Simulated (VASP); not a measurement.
# PbSe (Fm-3m) in VASP: density of states with PBE

Aim: the density of states of PbSe with PBE.

Program: VASP 6.6.1. These are calculated values, not measurements. Logs are shortened: lines on timing, memory, paths and dates and some standing lists are left out, and cuts for length are marked.

## 1. The cell of the first run

It takes space group Fm-3m (No. 225, cubic). The conventional cell has a = 6.154 Å, b = 6.154 Å, c = 6.154 Å, α = 90.00°, β = 90.00°, γ = 90.00°. Within 4.0 Å of Pb (site symmetry m-3m) lie 6 Se at 3.08 Å. Within 4.0 Å of Se (site symmetry m-3m) lie 6 Pb at 3.08 Å.

## 2. Density of states, PBE

Contents of POSCAR:

```
PbSe
1.0
    0.0000000000      3.0768640000      3.0768640000
    3.0768640000      0.0000000000      3.0768640000
    3.0768640000      3.0768640000      0.0000000000
Pb Se
1 1
Direct
    0.0000000000      0.0000000000      0.0000000000
    0.5000000000      0.5000000000      0.5000000000
```

Contents of INCAR.step1:

```
SYSTEM = PbSe
  PREC = Accurate
  ENCUT = 520
  EDIFF = 1E-6
  ISMEAR = -1
  SIGMA = 0.0315
  LREAL = .FALSE.
  LASPH = .TRUE.
  NELM = 100
  ALGO = Normal
  ISIF = 2
  LWAVE = .FALSE.
  LCHARG = .TRUE.
  GGA = PE
  NBANDS = 17
```

Contents of KPOINTS.step1:

```
regular mesh
0
G
  7 7 7
  0 0 0
```

Contents of INCAR.step2:

```
SYSTEM = PbSe
  PREC = Accurate
  ENCUT = 520
  EDIFF = 1E-6
  ISMEAR = -5
  SIGMA = 0.0315
  LREAL = .FALSE.
  LASPH = .TRUE.
  NELM = 100
  ALGO = Normal
  ISIF = 2
  LWAVE = .FALSE.
  LCHARG = .FALSE.
  GGA = PE
  LORBIT = 11
  NBANDS = 17
  NEDOS = 1001
  ICHARG = 11
```

Contents of KPOINTS.step2:

```
regular mesh
0
G
  11 11 11
  0 0 0
```

Potentials or basis: VASP PAW PBE potentials, release 64 (Pb_d, Se).

Run with:

```console
> cat potpaw_PBE.64/Pb_d/POTCAR potpaw_PBE.64/Se/POTCAR > POTCAR
> cp INCAR.step1 INCAR
> cp KPOINTS.step1 KPOINTS
> mpirun -np 1 vasp_std > vasp.out
> cp INCAR.step2 INCAR
> cp KPOINTS.step2 KPOINTS
> mpirun -np 1 vasp_std > vasp.out
```

OUTCAR:

```text
SYSTEM = PbSe
   PREC = Accurate
   ENCUT = 520
   EDIFF = 1E-6
   ISMEAR = -5
   LREAL = .FALSE.
   LASPH = .TRUE.
   NELM = 100
   ISIF = 2
   GGA = PE
   LORBIT = 11
   ICHARG = 11

 ion  position               nearest neighbor table
   1  0.000  0.000  0.000-   2 3.08   2 3.08   2 3.08   2 3.08   2 3.08   2 3.08
   2  0.500  0.500  0.500-   1 3.08   1 3.08   1 3.08   1 3.08   1 3.08   1 3.08

  LATTYP: Found a face centered cubic cell.
 ALAT       =     6.1537280000

  Lattice vectors:

 A1 = (   0.0000000000,   3.0768640000,   3.0768640000)
 A2 = (   3.0768640000,   0.0000000000,   3.0768640000)
 A3 = (   3.0768640000,   3.0768640000,   0.0000000000)

Analysis of symmetry for initial positions (statically):
=====================================================================
 Subroutine PRICEL returns:
 Original cell was already a primitive cell.

 Routine SETGRP: Setting up the symmetry group for a
 face centered cubic supercell.

 Subroutine GETGRP returns: Found 48 space group operations
 (whereof 48 operations were pure point group operations)
 out of a pool of 48 trial point group operations.

The static configuration has the point symmetry O_h .

Analysis of symmetry for dynamics (positions and initial velocities):
=====================================================================
 Subroutine PRICEL returns:
 Original cell was already a primitive cell.

 Routine SETGRP: Setting up the symmetry group for a
 face centered cubic supercell.

 Subroutine GETGRP returns: Found 48 space group operations
 (whereof 48 operations were pure point group operations)
 out of a pool of 48 trial point group operations.

The dynamic configuration has the point symmetry O_h .

 Subroutine INISYM returns: Found 48 space group operations
 (whereof 48 operations are pure point group operations),
 and found     1 'primitive' translations

----------------------------------------------------------------------------------------

                                     Primitive cell

  volume of cell :      58.2579

  direct lattice vectors                    reciprocal lattice vectors
     0.000000000  3.076864000  3.076864000    -0.162503120  0.162503120  0.162503120
     3.076864000  0.000000000  3.076864000     0.162503120 -0.162503120  0.162503120
     3.076864000  3.076864000  0.000000000     0.162503120  0.162503120 -0.162503120

  length of vectors
     4.351342798  4.351342798  4.351342798     0.281463660  0.281463660  0.281463660

[... 82 lines left out ...]
   EDIFF  = 0.1E-05   stopping-criterion for ELM
   LREAL  =      F    real-space projection
   EDIFFG = 0.1E-04   stopping-criterion for IOM
   NSW    =      0    number of steps for IOM
   IBRION =     -1    ionic relax: 0-MD 1-quasi-New 2-CG
   NFREE  =      0    steps in history (QN), initial steepest desc. (CG)
   ISIF   =      2    stress and relaxation
   ISYM   =      2    0-nonsym 1-usesym 2-fastsym
   POTIM  = 0.5000    time-step for ionic-motion
   TEBEG  =    0.0;   TEEND  =   0.0 temperature during run
   PSTRESS=    0.0 pullay stress
   NELECT =      20.0000    total number of electrons
   NUPDOWN=      -1.0000    fix difference up-down
   EMIN   =  10.00;   EMAX   =-10.00  energy-range for DOS
   EFERMI =   0.00;   METHOD = LEGACY
   ISMEAR =    -5;   SIGMA  =   0.03  broadening in eV -4-tet -1-fermi 0-gaus
   EFERMI_NEDOS =   21; number of points for ismear=-14 and -15
   IALGO  =     38    algorithm
   IMIX   =      4    mixing-type and parameters
     AMIX     =   0.40;   BMIX     =  1.00
     AMIX_MAG =   1.60;   BMIX_MAG =  1.00
  volume/ion in A,a.u.               =      29.13       196.57
  Fermi-wavevector in a.u.,A,eV,Ry     =   1.146304  2.166201 17.878235  1.314013
  Thomas-Fermi vector in A             =   2.282989
   LORBIT       =     11    0 simple, 1 ext, 2 COOP (PROOUT), +10 PAW based schemes
   GGA     = PE    functional components
   LHFCALC =     F    Hartree Fock is set to
   AEXX    =    0.0000 exact exchange contribution
   IVDW    =     0    specifies the selected vdW correction
   LEPSILON=     F    determine dielectric tensor
   LRPA    =     F    only Hartree local field effects (RPA)
 non-spin polarized calculation
 Fermi weights with tetrahedron method with Bloechl corrections
  energy-cutoff  :      520.00
  volume of cell :       58.26
 maximum number of plane-waves:      1585

 number of electron      19.9999995 magnetization

 Free energy of the ion-electron system (eV)
  ---------------------------------------------------
  ext. energy  EPLUGINS =         0.00000000
  ---------------------------------------------------
  free energy    TOTEN  =        -8.18918956 eV

  energy without entropy =       -8.18918956  energy(sigma->0) =       -8.18918956

 E-fermi :   4.7463     XC(G=0):  -9.4581

 val. band max:        4.7383939895   @ k =   0.4545   0.0000   0.0000
 cond. band min:       5.3547158743   @ k =   0.4545   0.0000   0.0000
 fundamental gap:      0.6163218848
 Fermi energy:         4.7463498237

 k-point     1 :       0.0000    0.0000    0.0000
  band No.  band energies     occupation
      1     -11.9371      2.00000
      2     -11.9371      2.00000
      3     -11.9371      2.00000
      4     -11.9360      2.00000
      5     -11.9360      2.00000
      6      -8.5887      2.00000
[... 457 lines left out ...]
      4     -11.9241      2.00000
      5     -11.9165      2.00000
      6      -7.9945      2.00000
[... 9 lines left out ...]
     16      14.0772      0.00000
     17      14.6496      0.00000

 [... further k-points ...]
[... 5 lines left out ...]
  --------------------------------------------------------------------------------------
  -------------------------------------------------------------------------------------
  Total        0.5796315      0.5796315      0.5796315      0.0000000      0.0000000     -0.0000000
  in kB       15.9407110     15.9407110     15.9407110      0.0000000      0.0000000     -0.0000000
  external PRESSURE =      15.9407110 kB  Pullay stress =       0.0000000 kB

 VOLUME and BASIS-vectors are now :
 -----------------------------------------------------------------------------
  energy-cutoff  :      520.00
  volume of cell :       58.26
      direct lattice vectors                 reciprocal lattice vectors
     0.000000000  3.076864000  3.076864000    -0.162503120  0.162503120  0.162503120
     3.076864000  0.000000000  3.076864000     0.162503120 -0.162503120  0.162503120
     3.076864000  3.076864000  0.000000000     0.162503120  0.162503120 -0.162503120

 POSITION                                       TOTAL-FORCE (eV/Angst)
 -----------------------------------------------------------------------------------
      0.00000      0.00000      0.00000         0.000000      0.000000     -0.000000
      3.07686      3.07686      3.07686        -0.000000     -0.000000      0.000000
 -----------------------------------------------------------------------------------
    total drift:                                0.000000     -0.000000     -0.000000

  FREE ENERGIE OF THE ION-ELECTRON SYSTEM (eV)
  ---------------------------------------------------
  free  energy   TOTEN  =        -8.1891895623 eV

  energy  without entropy=       -8.1891895623  energy(sigma->0) =       -8.18918956

 total charge

# of ion       s       p       d       tot
------------------------------------------
    1        1.477   0.527   9.840  11.844
    2        1.466   2.331   0.016   3.814
--------------------------------------------------
tot          2.943   2.858   9.856  15.658
```

OUTCAR.step1:

```text
SYSTEM = PbSe
   PREC = Accurate
   ENCUT = 520
   EDIFF = 1E-6
   ISMEAR = -1
   LREAL = .FALSE.
[... 614 lines left out ...]
      0.00000      0.00000      0.00000         0.000000      0.000000      0.000000
      3.07686      3.07686      3.07686         0.000000      0.000000     -0.000000
 -----------------------------------------------------------------------------------
    total drift:                                0.000000     -0.000000     -0.000000

  FREE ENERGIE OF THE ION-ELECTRON SYSTEM (eV)
  ---------------------------------------------------
  free  energy   TOTEN  =        -8.1913433564 eV

  energy  without entropy=       -8.1913433177  energy(sigma->0) =       -8.19134334
```

OSZICAR.step1:

```text
N       E                     dE             d eps       ncg     rms          rms(c)
DAV:   1     0.157286523292E+03    0.15729E+03   -0.97687E+03   688   0.120E+03
DAV:   2     0.374057597594E+01   -0.15355E+03   -0.14717E+03   740   0.305E+02
DAV:   3    -0.819076889273E+01   -0.11931E+02   -0.11846E+02   857   0.913E+01
DAV:   4    -0.848069299316E+01   -0.28992E+00   -0.28973E+00   869   0.156E+01
DAV:   5    -0.848992808575E+01   -0.92351E-02   -0.92346E-02   959   0.273E+00    0.275E+00
DAV:   6    -0.819268628667E+01    0.29724E+00   -0.73965E-01  1016   0.582E+00    0.154E+00
DAV:   7    -0.818825772359E+01    0.44286E-02   -0.12183E-01   813   0.166E+00    0.854E-01
DAV:   8    -0.819175227890E+01   -0.34946E-02   -0.13570E-02   826   0.125E+00    0.173E-01
DAV:   9    -0.819126601927E+01    0.48626E-03   -0.29525E-03  1028   0.514E-01    0.534E-02
DAV:  10    -0.819133554314E+01   -0.69524E-04   -0.23464E-04   778   0.859E-02    0.186E-02
DAV:  11    -0.819134342080E+01   -0.78777E-05   -0.55244E-05   911   0.740E-02    0.874E-03
DAV:  12    -0.819134335640E+01    0.64405E-07   -0.27834E-06   835   0.116E-02
   1 F= -.81913434E+01 E0= -.81913433E+01  d E =-.387437E-07
```

Run time: 26 s. Hardware: 1 thread of Intel Xeon Platinum 8559C (Emerald Rapids), shared host; peak memory 0.2 GiB.

What came out:

| Property | Result |
| --- | --- |
| Valence electrons inside the program's atomic spheres | Pb 11.84; Se 3.81 |

Levels at points of the mesh, in eV from the Fermi level:
| k point | band 7 | band 8 | band 9 | band 10 | band 11 | band 12 | band 13 | band 14 |
| --- | --- | --- | --- | --- | --- | --- | --- | --- |
| (0.00, 0.00, 0.00) | -6.20 | -1.68 | -1.68 | -1.68 | 4.80 | 4.80 | 4.80 | 6.68 |

Caveat: this odd mesh misses L, where the gap lies, so gap, dielectric constants and Born charges aren't listed; spin-orbit coupling is left out, which moves the levels of the heavy elements.
